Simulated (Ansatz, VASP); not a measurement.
## MnPt2 in VASP and in Ansatz

INCAR

```
PREC = Accurate
ENCUT = 520
EDIFF = 1E-6
ISMEAR = -1
SIGMA = 0.05
LREAL = F
LASPH = T
NELM = 100
ALGO = Normal
ISIF = 2
LWAVE = F
LCHARG = F
GGA = PE
NBANDS = 24
```

KPOINTS

```
regular mesh
0
Gamma
  11 11 4
```

File POSCAR:

```
MnPt2
1.0
    2.8584044518      0.0000000000      0.0000000000
   -1.4292022259      2.4754508696      0.0000000000
    0.0000000000      0.0000000000      6.5325040000
Pt Mn
2 1
Direct
    0.6666666667      0.3333333333      0.3162060000
    0.3333333333      0.6666666667      0.6837940000
    0.0000000000      0.0000000000      0.0000000000
```

Contents of input.yaml:

```yaml
crystal:
  lattice:
    - [2.8584044518, 0.0, 0.0]
    - [-1.4292022259, 2.4754508696, 0.0]
    - [0.0, 0.0, 6.532504]
  atoms:
    - { symbol: Pt, position: [0.6666666667, 0.3333333333, 0.316206] }
    - { symbol: Pt, position: [0.3333333333, 0.6666666667, 0.683794] }
    - { symbol: Mn, position: [0.0, 0.0, 0.0] }
hamiltonian:
  xc: pbe
  pseudopotentials: { kind: paw }
kpoints:
  mp_grid: { grid: [11, 11, 4] }
scf:
  occupations: { method: fermi_dirac, width: 0.05 }
output:
  forces: true
  stress: true
  eigenvalues: true
  write_density: true
  write_potential: true
  elf: true
  volumetric_format: npy
```

Alike in both runs: task single point; functional PBE; k mesh 11 × 11 × 4; occupations fermi-dirac, width 0.05 eV; no spin polarisation.

```csv
,VASP,Ansatz
version,VASP 6.6.1,Ansatz 0.2.0
potentials or method,"VASP PAW PBE potentials, release 64 (Pt, Mn_pv)",Ansatz PAW
plane-wave cutoff (eV),520,420
valence electrons in the cell,33,51
```

```tsv
	VASP	Ansatz	Ansatz less VASP
gap on the k mesh at the Fermi level (eV)	none	none	-
pressure (GPa)	-17.3	-17.1	+0.20
traceless stress, the component that is largest in VASP (GPa)	8.10	8.11	+0.010
rms of the force components (eV/Å)	0.165	0.167	+0.0026
```

Atom by atom the forces differ by 0.003 eV/Å (rms over components). A gap of «none» marks a metal or a gap that the smearing closes. VASP's potentials hold 33 valence electrons a cell and Ansatz's 51, so a difference there can come from the potentials and not from the codes.

Spin-orbit coupling is off throughout.
